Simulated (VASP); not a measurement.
The system is MnS.

```
Mn S
1.0
     0.00000    2.60450    2.60450
     2.60450    0.00000    2.60450
     2.60450    2.60450    0.00000
Mn S
1 1
Direct
  0.00000 0.00000 0.00000
  0.50000 0.50000 0.50000
```

- Program: VASP 6.6.1
- Task: relaxation of cell and atoms
- Functional: LDA
- Potentials or basis: VASP PAW LDA potentials, release 64 (Mn_sv, S)
- Cutoff: 680 eV
- k mesh: 9 × 9 × 9
- Occupations: fermi-dirac, width 0.05 eV
- Spin: collinear spin, ferromagnetic start
- Starting moments: [4.0, 0.0] μB
- Hubbard terms: Mn d U = 4.0 eV

At the start: pressure -3.5 GPa; volume 17.67 Å³/atom.

Where does the relaxation end?

Over 3 steps the energy falls by 8.2 meV/atom and the volume is 16.95 Å³/atom (-4.1 %); space group Fm-3m (No. 225, to 0.1 Å) before and after; moment 4.98 μB per cell.

The path:
| step | energy change (eV) | largest force (eV/Å) | pressure (GPa) | volume (Å³) |
| --- | --- | --- | --- | --- |
| 1 | 0.0000 | 0.0000 | -3.53 | 35.33 |
| 2 | -0.0141 | 0.0000 | 1.35 | 33.38 |
| 3 | -0.0163 | 0.0000 | 0.02 | 33.89 |

Final structure:
```
Mn S
1.0
     0.00000    2.56852    2.56852
     2.56852    0.00000    2.56852
     2.56852    2.56852    0.00000
Mn S
1 1
Direct
  0.00000 0.00000 0.00000
  0.50000 0.50000 0.50000
```

Caveat: a cell with one magnetic atom can't hold antiferromagnetic order, which such compounds often take.
